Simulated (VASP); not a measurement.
# PbS (Fm-3m) in VASP: notebook

PbS is run at these levels: LDA; tasks: single point.

Program: VASP 6.6.1. These are calculated values, not measurements. Logs are shortened: lines on timing, memory, paths and dates and some standing lists are left out, and cuts for length are marked.

## (1) The cell of the first run

It takes space group Fm-3m (No. 225, cubic). Conventional cell: a = 5.916 Å, b = 5.916 Å, c = 5.916 Å, α = 90.00°, β = 90.00°, γ = 90.00°. Pb (site symmetry m-3m) has 6 S at 2.96 Å within 3.9 Å. Within 3.9 Å of S (site symmetry m-3m) lie 6 Pb at 2.96 Å.

## (2) Single point, LDA (25.88 Å³/atom)

INCAR reads:

```
SYSTEM = PbS
PREC = Accurate
ENCUT = 500
EDIFF = 1E-6
ISMEAR = 0
SIGMA = 0.03
LREAL = .FALSE.
LASPH = .TRUE.
NELM = 120
ALGO = Normal
ISIF = 2
LWAVE = .FALSE.
LCHARG = .FALSE.
NBANDS = 17
GGA_COMPAT = .FALSE.
```

KPOINTS reads:

```
Automatic mesh
0
G
  12 12 12
  0 0 0
```

POSCAR reads:

```
PbS
1.0
    0.0000000000      2.9580735044      2.9580735044
    2.9580735044      0.0000000000      2.9580735044
    2.9580735044      2.9580735044      0.0000000000
Pb S
1 1
Direct
    0.0000000000      0.0000000000      0.0000000000
    0.5000000000      0.5000000000      0.5000000000
```

Potentials or basis: VASP PAW LDA potentials, release 64 (Pb_d, S).

Started as:

```console
$ cat potpaw_LDA.64/Pb_d/POTCAR potpaw_LDA.64/S/POTCAR > POTCAR
$ mpirun -np 1 vasp_std > vasp.out
```

OUTCAR:

```text
SYSTEM = PbS
   PREC = Accurate
   ENCUT = 500
   EDIFF = 1E-6
   ISMEAR = 0
   LREAL = .FALSE.
   LASPH = .TRUE.
   NELM = 120
   ISIF = 2

 ion  position               nearest neighbor table
   1  0.000  0.000  0.000-   2 2.96   2 2.96   2 2.96   2 2.96   2 2.96   2 2.96
   2  0.500  0.500  0.500-   1 2.96   1 2.96   1 2.96   1 2.96   1 2.96   1 2.96

  LATTYP: Found a face centered cubic cell.
 ALAT       =     5.9161470088

  Lattice vectors:

 A1 = (   0.0000000000,   2.9580735044,   2.9580735044)
 A2 = (   2.9580735044,   0.0000000000,   2.9580735044)
 A3 = (   2.9580735044,   2.9580735044,   0.0000000000)

Analysis of symmetry for initial positions (statically):
=====================================================================
 Subroutine PRICEL returns:
 Original cell was already a primitive cell.

 Routine SETGRP: Setting up the symmetry group for a
 face centered cubic supercell.

 Subroutine GETGRP returns: Found 48 space group operations
 (whereof 48 operations were pure point group operations)
 out of a pool of 48 trial point group operations.

The static configuration has the point symmetry O_h .

Analysis of symmetry for dynamics (positions and initial velocities):
=====================================================================
 Subroutine PRICEL returns:
 Original cell was already a primitive cell.

 Routine SETGRP: Setting up the symmetry group for a
 face centered cubic supercell.

 Subroutine GETGRP returns: Found 48 space group operations
 (whereof 48 operations were pure point group operations)
 out of a pool of 48 trial point group operations.

The dynamic configuration has the point symmetry O_h .

 Subroutine INISYM returns: Found 48 space group operations
 (whereof 48 operations are pure point group operations),
 and found     1 'primitive' translations

----------------------------------------------------------------------------------------

                                     Primitive cell

  volume of cell :      51.7675

  direct lattice vectors                    reciprocal lattice vectors
     0.000000000  2.958073504  2.958073504    -0.169028930  0.169028930  0.169028930
     2.958073504  0.000000000  2.958073504     0.169028930 -0.169028930  0.169028930
     2.958073504  2.958073504  0.000000000     0.169028930  0.169028930 -0.169028930

  length of vectors
     4.183347668  4.183347668  4.183347668     0.292766695  0.292766695  0.292766695

  position of ions in fractional coordinates (direct lattice)
     0.000000000  0.000000000  0.000000000
     0.500000000  0.500000000  0.500000000

  ion indices of the primitive-cell ions
   primitive index   ion index
                 1           1
                 2           2

----------------------------------------------------------------------------------------

 KPOINTS: Automatic mesh

Automatic generation of k-mesh.
 Grid dimensions read from file:
 generate k-points for:   12   12   12

 Generating k-lattice:

  Cartesian coordinates                     Fractional coordinates (reciprocal lattice)
    -0.014085744  0.014085744  0.014085744     0.083333333  0.000000000  0.000000000
     0.014085744 -0.014085744  0.014085744     0.000000000  0.083333333  0.000000000
     0.014085744  0.014085744 -0.014085744     0.000000000  0.000000000  0.083333333

  Length of vectors
     0.024397225  0.024397225  0.024397225

  Shift w.r.t. Gamma in fractional coordinates (k-lattice)
     0.000000000  0.000000000  0.000000000

 Subroutine IBZKPT returns following result:
 ===========================================

 Found     72 irreducible k-points:

 Following reciprocal coordinates:
            Coordinates               Weight
  0.000000  0.000000  0.000000      1.000000
  0.083333  0.000000  0.000000      8.000000
  0.166667  0.000000  0.000000      8.000000
  0.250000  0.000000  0.000000      8.000000
  0.333333  0.000000  0.000000      8.000000
  0.416667  0.000000  0.000000      8.000000
[... 16 lines left out ...]
  0.500000  0.166667  0.000000     24.000000
 -0.416667  0.166667  0.000000     24.000000
 [... further k-points ...]
   k-points           NKPTS =     72   k-points in BZ     NKDIM =     72   number of bands    NBANDS=     17
   number of dos      NEDOS =    301   number of ions     NIONS =      2
   total plane-waves  NPLWV =  32768
   dimension x,y,z NGX =    32 NGY =   32 NGZ =   32
   dimension x,y,z NGXF=    64 NGYF=   64 NGZF=   64
   ions per type =               1   1
   NGX,Y,Z   is equivalent  to a cutoff of  12.72, 12.72, 12.72 a.u.
   NGXF,Y,Z  is equivalent  to a cutoff of  25.43, 25.43, 25.43 a.u.
 SYSTEM =  PbS
   PREC   = accura    normal or accurate (medium, high low for compatibility)
   ISTART =      0    job   : 0-new  1-cont  2-samecut
   ICHARG =      2    charge: 1-file 2-atom 10-const
   ISPIN  =      1    spin polarized calculation?
   LNONCOLLINEAR =      F non collinear calculations
   LSORBIT =      F    spin-orbit coupling
   LASPH  =      T    aspherical Exc in radial PAW
   ENCUT  =  500.0 eV  36.75 Ry    6.06 a.u.   7.63  7.63  7.63*2*pi/ulx,y,z
   NELM   =    120;   NELMIN=  2; NELMDL= -5     # of ELM steps
   EDIFF  = 0.1E-05   stopping-criterion for ELM
   LREAL  =      F    real-space projection
   EDIFFG = 0.1E-04   stopping-criterion for IOM
   NSW    =      0    number of steps for IOM
   IBRION =     -1    ionic relax: 0-MD 1-quasi-New 2-CG
   NFREE  =      0    steps in history (QN), initial steepest desc. (CG)
   ISIF   =      2    stress and relaxation
   ISYM   =      2    0-nonsym 1-usesym 2-fastsym
   POTIM  = 0.5000    time-step for ionic-motion
   TEBEG  =    0.0;   TEEND  =   0.0 temperature during run
   PSTRESS=    0.0 pullay stress
   NELECT =      20.0000    total number of electrons
   NUPDOWN=      -1.0000    fix difference up-down
   EMIN   =  10.00;   EMAX   =-10.00  energy-range for DOS
   EFERMI =   0.00;   METHOD = LEGACY
   ISMEAR =     0;   SIGMA  =   0.03  broadening in eV -4-tet -1-fermi 0-gaus
   EFERMI_NEDOS =   21; number of points for ismear=-14 and -15
   IALGO  =     38    algorithm
   IMIX   =      4    mixing-type and parameters
     AMIX     =   0.40;   BMIX     =  1.00
     AMIX_MAG =   1.60;   BMIX_MAG =  1.00
  volume/ion in A,a.u.               =      25.88       174.67
  Fermi-wavevector in a.u.,A,eV,Ry     =   1.192337  2.253191 19.342977  1.421669
  Thomas-Fermi vector in A             =   2.328378
   LORBIT       =      0    0 simple, 1 ext, 2 COOP (PROOUT), +10 PAW based schemes
   GGA     = CA    functional components
   LHFCALC =     F    Hartree Fock is set to
   AEXX    =    0.0000 exact exchange contribution
   IVDW    =     0    specifies the selected vdW correction
   LEPSILON=     F    determine dielectric tensor
   LRPA    =     F    only Hartree local field effects (RPA)
 non-spin polarized calculation
 Gauss-broadening in eV      SIGMA  =   0.03
  energy-cutoff  :      500.00
  volume of cell :       51.77
 maximum number of plane-waves:      1363
   NGX = 15   NGY = 15   NGZ = 15

 number of electron      19.9999997 magnetization

 Free energy of the ion-electron system (eV)
  ---------------------------------------------------
  ext. energy  EPLUGINS =         0.00000000
  ---------------------------------------------------
  free energy    TOTEN  =        -9.98701950 eV

  energy without entropy =       -9.98701949  energy(sigma->0) =       -9.98701950

 E-fermi :   5.7997     XC(G=0): -10.0643

 val. band max:        5.7110526570   @ k =   0.5000   0.0000   0.0000
 cond. band min:       5.8883464972   @ k =   0.5000   0.0000   0.0000
 fundamental gap:      0.1772938401
 Fermi energy:         5.7997016112

 k-point     1 :       0.0000    0.0000    0.0000
  band No.  band energies     occupation
      1     -11.0896      2.00000
      2     -11.0896      2.00000
      3     -11.0896      2.00000
      4     -11.0807      2.00000
      5     -11.0807      2.00000
      6      -7.9408      2.00000
[... 9 lines left out ...]
     16      12.3253      0.00000
     17      14.1123      0.00000

 k-point     2 :       0.0833    0.0000    0.0000
  band No.  band energies     occupation
      1     -11.0892      2.00000
      2     -11.0880      2.00000
      3     -11.0880      2.00000
      4     -11.0811      2.00000
      5     -11.0811      2.00000
      6      -7.8789      2.00000
[... 9 lines left out ...]
     16      12.5107      0.00000
     17      14.7632      0.00000

 k-point     3 :       0.1667    0.0000    0.0000
  band No.  band energies     occupation
      1     -11.0911      2.00000
      2     -11.0911      2.00000
      3     -11.0884      2.00000
      4     -11.0751      2.00000
      5     -11.0751      2.00000
      6      -7.6984      2.00000
[... 9 lines left out ...]
     16      12.9377      0.00000
     17      16.0356      0.00000

 k-point     4 :       0.2500    0.0000    0.0000
  band No.  band energies     occupation
      1     -11.0987      2.00000
      2     -11.0987      2.00000
      3     -11.0876      2.00000
      4     -11.0634      2.00000
      5     -11.0634      2.00000
      6      -7.4173      2.00000
[... 9 lines left out ...]
     16      13.5592      0.00000
     17      17.4412      0.00000
[... 343 lines left out ...]
      1     -11.1408      2.00000
      2     -11.0913      2.00000
      3     -11.0891      2.00000
      4     -11.0555      2.00000
      5     -11.0396      2.00000
      6      -6.7777      2.00000
[... 9 lines left out ...]
     16      15.9869      0.00000
     17      16.9620      0.00000

 k-point    23 :       0.5000    0.1667    0.0000
  band No.  band energies     occupation
      1     -11.1423      2.00000
      2     -11.0979      2.00000
      3     -11.0827      2.00000
      4     -11.0530      2.00000
      5     -11.0371      2.00000
      6      -6.5329      2.00000
[... 9 lines left out ...]
     16      16.0488      0.00000
     17      16.4779      0.00000

 k-point    24 :      -0.4167    0.1667    0.0000
  band No.  band energies     occupation
      1     -11.1371      2.00000
      2     -11.1021      2.00000
      3     -11.0787      2.00000
      4     -11.0519      2.00000
      5     -11.0411      2.00000
      6      -6.4946      2.00000
[... 9 lines left out ...]
     16      15.1756      0.00000
     17      17.0676      0.00000

 [... further k-points ...]
[... 5 lines left out ...]
  --------------------------------------------------------------------------------------
  -------------------------------------------------------------------------------------
  Total       -0.6812174     -0.6812174     -0.6812174      0.0000000      0.0000000     -0.0000000
  in kB      -21.0833404    -21.0833404    -21.0833404      0.0000000      0.0000000     -0.0000000
  external PRESSURE =     -21.0833404 kB  Pullay stress =       0.0000000 kB

 VOLUME and BASIS-vectors are now :
 -----------------------------------------------------------------------------
  energy-cutoff  :      500.00
  volume of cell :       51.77
      direct lattice vectors                 reciprocal lattice vectors
     0.000000000  2.958073504  2.958073504    -0.169028930  0.169028930  0.169028930
     2.958073504  0.000000000  2.958073504     0.169028930 -0.169028930  0.169028930
     2.958073504  2.958073504  0.000000000     0.169028930  0.169028930 -0.169028930

 POSITION                                       TOTAL-FORCE (eV/Angst)
 -----------------------------------------------------------------------------------
      0.00000      0.00000      0.00000        -0.000000      0.000000      0.000000
      2.95807      2.95807      2.95807         0.000000     -0.000000     -0.000000
 -----------------------------------------------------------------------------------
    total drift:                                0.000000     -0.000000     -0.000000

  FREE ENERGIE OF THE ION-ELECTRON SYSTEM (eV)
  ---------------------------------------------------
  free  energy   TOTEN  =        -9.9870195047 eV

  energy  without entropy=       -9.9870194921  energy(sigma->0) =       -9.98701950
```

It took 30 s on 1 thread of Intel Xeon Platinum 8259CL at 2.50GHz (Skylake/Cascade Lake), shared host; peak memory 0.19 GiB.

What came out:

| Item | Value |
| --- | --- |
| Free energy | -9.9870 eV |
| Pressure | -2.1 GPa |
| Band gap on the k mesh | 0.18 eV |

Levels at points of the mesh, in eV from the valence-band top:
```csv
k point,band 7,band 8,band 9,band 10,band 11,band 12,band 13,band 14
"(0.00, 0.00, 0.00)",-6.08,-2.21,-2.21,-2.21,5.08,5.08,5.08,6.61
"(0.50, 0.00, 0.00)",-8.99,-1.80,-1.80,0.00,0.18,1.80,1.80,8.47
"(0.50, 0.50, 0.00)",-7.30,-5.34,-3.52,-3.52,3.68,5.48,5.58,5.58
```

Caveat: spin-orbit coupling is left out, which moves the levels of the heavy elements.

(Part 1 of 2 ends here.)
